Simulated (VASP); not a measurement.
Here is a VASP 6.6.1 calculation.

The input INCAR:

```
SYSTEM = Ta16S
  ALGO = Normal
  DIPOL = 0.5 0.5 0.327
  EDIFF = 1E-6
  ENCUT = 520
  GGA = PE
  IDIPOL = 3
  ISIF = 2
  ISMEAR = 0
  LASPH = .True.
  LCHARG = .False.
  LDIPOL = .True.
  LREAL = Auto
  LWAVE = .False.
  NBANDS = 105
  NELM = 100
  PREC = Accurate
  SIGMA = 0.1
```

KPOINTS

```
k-points
0
Gamma
  4 4 1
  0 0 0
```

The input POSCAR:

```
Ta16S
1.0
    6.6379342675      0.0000000000      0.0000000000
    0.0000000000      6.6379342675      0.0000000000
    0.0000000000      0.0000000000     20.2996557315
Ta S
16 1
Direct
    0.2500000000      0.2500000000      0.1970476767
    0.2500000000      0.7500000000      0.1970476767
    0.7500000000      0.2500000000      0.1970476767
    0.7500000000      0.7500000000      0.1970476767
    0.0000000000      0.0000000000      0.2787970221
    0.0000000000      0.5000000000      0.2787970221
    0.5000000000      0.0000000000      0.2787970221
    0.5000000000      0.5000000000      0.2787970221
    0.2500000000      0.2500000000      0.3599139031
    0.2500000000      0.7500000000      0.3599139031
    0.7500000000      0.2500000000      0.3599139031
    0.7500000000      0.7500000000      0.3599139031
    0.0000000000      0.0000000000      0.4334879294
    0.0000000000      0.5000000000      0.4334879294
    0.5000000000      0.0000000000      0.4334879294
    0.5000000000      0.5000000000      0.4334879294
    0.2500000000      0.2500000000      0.4882308307
```

Potentials or basis: VASP PAW PBE potentials, release 64 (Ta_pv, S).

Run with:

```sh
$ cat potpaw_PBE.64/Ta_pv/POTCAR potpaw_PBE.64/S/POTCAR > POTCAR
$ mpirun -np 1 vasp_std > vasp.out
```

**Question.** What does it give for the largest force?

**Answer.** 1.406 eV/Å.

**Question.** Estimate the band gap on the k mesh.

**Answer.** Zero (bands 91 and 92 overlap by 0.37 eV).

Forces in eV/Å, atoms in the order of the input:
```
Ta   0.000  0.000  0.949
Ta   0.000  0.000  0.835
Ta   0.000  0.000  0.835
Ta   0.000  0.000  0.729
Ta   0.000  0.000 -0.796
Ta   0.000  0.000 -0.796
Ta   0.000  0.000 -0.796
Ta   0.000  0.000 -0.796
Ta   0.000  0.000 -1.406
Ta   0.000  0.000 -0.088
Ta   0.000  0.000 -0.088
Ta   0.000  0.000 -0.309
Ta  -0.144 -0.144  0.429
Ta  -0.144  0.144  0.429
Ta   0.144 -0.144  0.429
Ta   0.144  0.144  0.429
S    0.000  0.000  0.013
```

Caveat: spin-orbit coupling is left out, which moves the levels of the heavy elements.
